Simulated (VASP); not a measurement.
Set up this calculation in VASP 6.6.1, as the native input.

| Quantity | Value |
| --- | --- |
| Task | single point |
| Functional | PBEsol |
| Potentials or basis | VASP PAW PBE potentials, release 64 (W_sv, F) |
| Cutoff | 520 eV |
| k mesh | 14 × 14 × 14 |
| Occupations | gaussian, width 0.1 eV |
| Spin | no spin polarisation |
| Dipole correction | no |
| Further INCAR settings | ALGO = Normal; EDIFF = 1e-06; NBANDS = 21 |

The structure of WF2 lies in POSCAR:

```
WF2
1.0
    0.0000000000      2.5756485844      2.5756485844
    2.5756485844      0.0000000000      2.5756485844
    2.5756485844      2.5756485844      0.0000000000
W F
1 2
Direct
    0.0000000000      0.0000000000      0.0000000000
    0.2500000000      0.2500000000      0.2500000000
    0.7500000000      0.7500000000      0.7500000000
```

One way to write it, as run:

INCAR

```
SYSTEM = WF2
PREC = Accurate
ENCUT = 520
EDIFF = 1E-6
ISMEAR = 0
SIGMA = 0.1
LREAL = .False.
LASPH = .True.
NELM = 100
ALGO = Normal
ISIF = 2
LWAVE = .False.
LCHARG = .True.
GGA = PS
LELF = .True.
LVHAR = .True.
NBANDS = 21
```

KPOINTS

```
Automatic mesh
0
Gamma
  14 14 14
  0 0 0
```

Potentials or basis: VASP PAW PBE potentials, release 64 (W_sv, F).

Command:

```console
$ cat potpaw_PBE.64/W_sv/POTCAR potpaw_PBE.64/F/POTCAR > POTCAR
$ mpirun -np 1 vasp_std > vasp.out
```

It gave:

```yaml
Pressure: 0.9 GPa
Band_gap_on_the_k_mesh: zero (band 14 reaches 8.66 eV, above the bottom of band 15 at 7.62 eV)
```

Caveat: the PAW data sets were made with another functional, which shifts forces and pressure a little; spin-orbit coupling is left out, which moves the levels of the heavy elements.

Wall time 53 s on 1 thread of Intel(R) Xeon(R) Platinum 8259CL CPU @ 2.50GHz (Skylake/Cascade Lake), on a shared host, peak memory 0.2 GiB.
